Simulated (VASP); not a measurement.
# C (Fd-3m) in VASP: notebook, part 2 of 2

VASP 6.6.1. Earlier steps stand in the parts before.

**3. Single point, RPBE (volume scaled by 0.88)**

File INCAR:

```
SYSTEM = C
PREC = Accurate
ENCUT = 520
EDIFF = 1E-6
ISMEAR = -1
SIGMA = 0.1
LREAL = .False.
LASPH = .True.
NELM = 100
ALGO = Normal
ISIF = 2
LWAVE = .False.
LCHARG = .False.
GGA = RP
NBANDS = 11
ISYM = 0
```

File KPOINTS:

```
regular mesh
0
Gamma
  17 17 19
  0 0 0
```

File POSCAR:

```
C
1.0
   -1.2158414726      1.2158407564      1.7194324419
    1.2158407564     -1.2158414726      1.7194324419
    1.2158444250      1.2158444250     -1.7194337537
C
2
Direct
    0.9999999494      0.0000000506      0.0000000000
    0.7500000506      0.2499999494      0.5000000000
```

Potentials or basis: VASP PAW PBE potentials, release 64 (C).

Run with:

```bash
$ cat potpaw_PBE.64/C/POTCAR > POTCAR
$ mpirun -np 1 vasp_std > vasp.out
```

OUTCAR:

```text
SYSTEM = C
   PREC = Accurate
   ENCUT = 520
   EDIFF = 1E-6
   ISMEAR = -1
   LREAL = .False.
   LASPH = .True.
   NELM = 100
   ISIF = 2
   GGA = RP
   ISYM = 0

 ion  position               nearest neighbor table
   1  1.000  0.000  0.000-   2 1.49   2 1.49   2 1.49   2 1.49
   2  0.750  0.250  0.500-   1 1.49   1 1.49   1 1.49   1 1.49

IMPORTANT INFORMATION: All symmetrisations will be switched off!
NOSYMM: (Re-)initialisation of all symmetry stuff for point group C_1.

----------------------------------------------------------------------------------------

                                     Primitive cell

  volume of cell :      10.1672

  direct lattice vectors                    reciprocal lattice vectors
    -1.215841473  1.215840756  1.719432442    -0.000000342  0.411237601  0.290793715
     1.215840756 -1.215841473  1.719432442     0.411237601 -0.000000342  0.290793715
     1.215844425  1.215844425 -1.719433754     0.411236945  0.411236945  0.000000171

  length of vectors
     2.431663454  2.431663454  2.431667692     0.503663925  0.503663925  0.581576865

  position of ions in fractional coordinates (direct lattice)
     0.999999949  0.000000051  0.000000000
     0.750000051  0.249999949  0.500000000
[... 161 lines left out ...]
      6      17.3955      0.00000
      7      17.3955      0.00000
      8      27.3783      0.00000
      9      32.3556      0.00000
     10      39.1688      0.00000
     11      39.1698      0.00000
[... 309 lines left out ...]
 k-point    24 :      -0.1765    0.0588    0.0000
  band No.  band energies     occupation
      1     -10.7627      2.00000
      2       7.7440      2.00000
      3       9.7327      2.00000
      4      10.5698      2.00000
      5      18.0383      0.00000
      6      19.6671      0.00000
      7      19.8684      0.00000
      8      27.3503      0.00000
      9      33.4577      0.00000
     10      33.8333      0.00000
     11      36.9166      0.00000

 [... further k-points ...]

------------------------ aborting loop because EDIFF is reached ----------------------------------------

  FORCE on cell =-STRESS in cart. coord.  units (eV):
  Direction    XX          YY          ZZ          XY          YZ          ZX
  --------------------------------------------------------------------------------------
  -------------------------------------------------------------------------------------
  Total        4.3549447      4.3549443      4.3560511     -0.0000785      0.0000427      0.0000400
  in kB      686.2674738    686.2674022    686.4418287     -0.0123685      0.0067352      0.0063002
  external PRESSURE =     686.3255682 kB  Pullay stress =       0.0000000 kB

 VOLUME and BASIS-vectors are now :
 -----------------------------------------------------------------------------
  energy-cutoff  :      520.00
  volume of cell :       10.17
      direct lattice vectors                 reciprocal lattice vectors
    -1.215841473  1.215840756  1.719432442    -0.000000342  0.411237601  0.290793715
     1.215840756 -1.215841473  1.719432442     0.411237601 -0.000000342  0.290793715
     1.215844425  1.215844425 -1.719433754     0.411236945  0.411236945  0.000000171

 POSITION                                       TOTAL-FORCE (eV/Angst)
 -----------------------------------------------------------------------------------
     -1.21584      1.21584      1.71943        -0.000005      0.000004      0.000000
      0.00000      1.21584      0.85972         0.000005     -0.000004     -0.000000
 -----------------------------------------------------------------------------------
    total drift:                                0.000000     -0.000000      0.000000

  FREE ENERGIE OF THE ION-ELECTRON SYSTEM (eV)
  ---------------------------------------------------
  free  energy   TOTEN  =       -16.9610287069 eV

  energy  without entropy=      -16.9610287068  energy(sigma->0) =      -16.96102871
```

OSZICAR:

```text
N       E                     dE             d eps       ncg     rms          rms(c)
DAV:   1     0.176069600664E+01    0.17607E+01   -0.49708E+03 62622   0.731E+02
DAV:   2    -0.173963232964E+02   -0.19157E+02   -0.18519E+02 77671   0.127E+02
DAV:   3    -0.177425017121E+02   -0.34618E+00   -0.34539E+00 71377   0.129E+01
DAV:   4    -0.177429794536E+02   -0.47774E-03   -0.47773E-03 64607   0.591E-01
DAV:   5    -0.177429798994E+02   -0.44577E-06   -0.44574E-06 69450   0.172E-02    0.654E+00
DAV:   6    -0.171527914214E+02    0.59019E+00   -0.30120E-01 61600   0.395E+00    0.397E+00
DAV:   7    -0.169578282104E+02    0.19496E+00   -0.36536E-01 65782   0.444E+00    0.929E-01
DAV:   8    -0.169609392542E+02   -0.31110E-02   -0.11147E-02 64237   0.805E-01    0.648E-02
DAV:   9    -0.169609951043E+02   -0.55850E-04   -0.15390E-04 72240   0.989E-02    0.305E-02
DAV:  10    -0.169610279909E+02   -0.32887E-04   -0.29338E-05 65770   0.501E-02    0.532E-03
DAV:  11    -0.169610287069E+02   -0.71602E-06   -0.89601E-07 73592   0.884E-03
   1 F= -.16961029E+02 E0= -.16961029E+02  d E =-.395330E-10
```

Run time: 3 min. Hardware: 1 thread of Intel Xeon Platinum 8375C at 2.90GHz (Ice Lake), shared host; peak memory 0.34 GiB.

Results:

```yaml
Free_energy: -16.9610 eV
Pressure: 68.6 GPa
Band_gap_on_the_k_mesh: 4.36 eV, indirect (least direct gap 5.89 eV)
```

Levels at points of the mesh, in eV from the valence-band top:
| k point | band 1 | band 2 | band 3 | band 4 | band 5 | band 6 | band 7 | band 8 | band 9 |
| --- | --- | --- | --- | --- | --- | --- | --- | --- | --- |
| (0.00, 0.00, 0.00) | -23.09 | 0.00 | 0.00 | 0.00 | 5.89 | 5.89 | 5.89 | 15.87 | 20.85 |

Caveat: the PAW data sets were made with another functional, which shifts forces and pressure a little.

**4. Single point, RPBE (volume scaled by 1.12)**

File INCAR:

```
ALGO = Normal
EDIFF = 1E-7
ENCUT = 520
GGA = RP
ISIF = 2
ISMEAR = -1
ISYM = 0
LASPH = T
LCHARG = T
LELF = T
LREAL = F
LVHAR = T
LWAVE = F
NBANDS = 11
NELM = 60
PREC = Accurate
SIGMA = 0.1
```

File KPOINTS:

```
k-points
0
Gamma
  17 17 19
```

File POSCAR:

```
C
1.0
   -1.3176156262      1.3176148500      1.8633605653
    1.3176148500     -1.3176156262      1.8633605653
    1.3176188258      1.3176188258     -1.8633619868
C
2
Direct
    0.9999999494      0.0000000506      0.0000000000
    0.7500000506      0.2499999494      0.5000000000
```

Potentials or basis: VASP PAW PBE potentials, release 64 (C).

Run with:

```bash
$ cat potpaw_PBE.64/C/POTCAR > POTCAR
$ mpirun -np 1 vasp_std > vasp.out
```

OUTCAR:

```text
EDIFF = 1E-7
   ENCUT = 520
   GGA = RP
   ISIF = 2
   ISMEAR = -1
   ISYM = 0
   LASPH = T
   LREAL = F
   NELM = 60
   PREC = Accurate

 ion  position               nearest neighbor table
   1  1.000  0.000  0.000-   2 1.61   2 1.61   2 1.61   2 1.61
   2  0.750  0.250  0.500-   1 1.61   1 1.61   1 1.61   1 1.61

IMPORTANT INFORMATION: All symmetrisations will be switched off!
NOSYMM: (Re-)initialisation of all symmetry stuff for point group C_1.

[... 508 lines left out ...]
------------------------ aborting loop because EDIFF is reached ----------------------------------------

  FORCE on cell =-STRESS in cart. coord.  units (eV):
  Direction    XX          YY          ZZ          XY          YZ          ZX
  --------------------------------------------------------------------------------------
  -------------------------------------------------------------------------------------
  Total       -3.0775424     -3.0775430     -3.0764678     -0.0000727      0.0000202      0.0000204
  in kB     -381.0478070   -381.0478795   -380.9147557     -0.0089987      0.0025038      0.0025272
  external PRESSURE =    -381.0034808 kB  Pullay stress =       0.0000000 kB

 VOLUME and BASIS-vectors are now :
 -----------------------------------------------------------------------------
  energy-cutoff  :      520.00
  volume of cell :       12.94
      direct lattice vectors                 reciprocal lattice vectors
    -1.317615626  1.317614850  1.863360565    -0.000000316  0.379473134  0.268332472
     1.317614850 -1.317615626  1.863360565     0.379473134 -0.000000316  0.268332472
     1.317618826  1.317618826 -1.863361987     0.379472528  0.379472528  0.000000158

 POSITION                                       TOTAL-FORCE (eV/Angst)
 -----------------------------------------------------------------------------------
     -1.31762      1.31761      1.86336        -0.000012      0.000012      0.000000
      0.00000      1.31762      0.93168         0.000012     -0.000012     -0.000000
 -----------------------------------------------------------------------------------
    total drift:                               -0.000000     -0.000000     -0.000000

  FREE ENERGIE OF THE ION-ELECTRON SYSTEM (eV)
  ---------------------------------------------------
  free  energy   TOTEN  =       -17.0581956061 eV

  energy  without entropy=      -17.0581956060  energy(sigma->0) =      -17.05819561
```

Run time: 4.1 min. Hardware: 1 thread of Intel Xeon Platinum 8375C at 2.90GHz (Ice Lake), shared host; peak memory 0.4 GiB.

Results:

| Quantity | Value |
| --- | --- |
| Free energy | -17.0582 eV |
| Pressure | -38.1 GPa |
| Band gap on the k mesh | 3.86 eV, indirect (least direct gap 5.24 eV) |

Caveat: the PAW data sets were made with another functional, which shifts forces and pressure a little. A k mesh can miss the band edges.

**5. Summary**

```csv
cell,k mesh,gap on the mesh (eV),pressure (GPa)
"a = 2.538 Å, angles 120.0, 120.0, 90.0°, 2 atoms",17 × 17 × 12,4.09,0.5
"a = 2.432 Å, angles 120.0, 120.0, 90.0°, 2 atoms",17 × 17 × 19,4.36,68.6
"a = 2.635 Å, angles 120.0, 120.0, 90.0°, 2 atoms",17 × 17 × 19,3.86,-38.1
```

Alike in all rows: task single point; level RPBE; potentials or basis VASP PAW PBE potentials, release 64 (C); no spin polarisation; cutoff (eV) 520; smearing fermi-dirac 0.1 eV.

Caveats: the PAW data sets were made with another functional, which shifts forces and pressure a little.

Absolute energies hang on the potentials; compare differences alone.
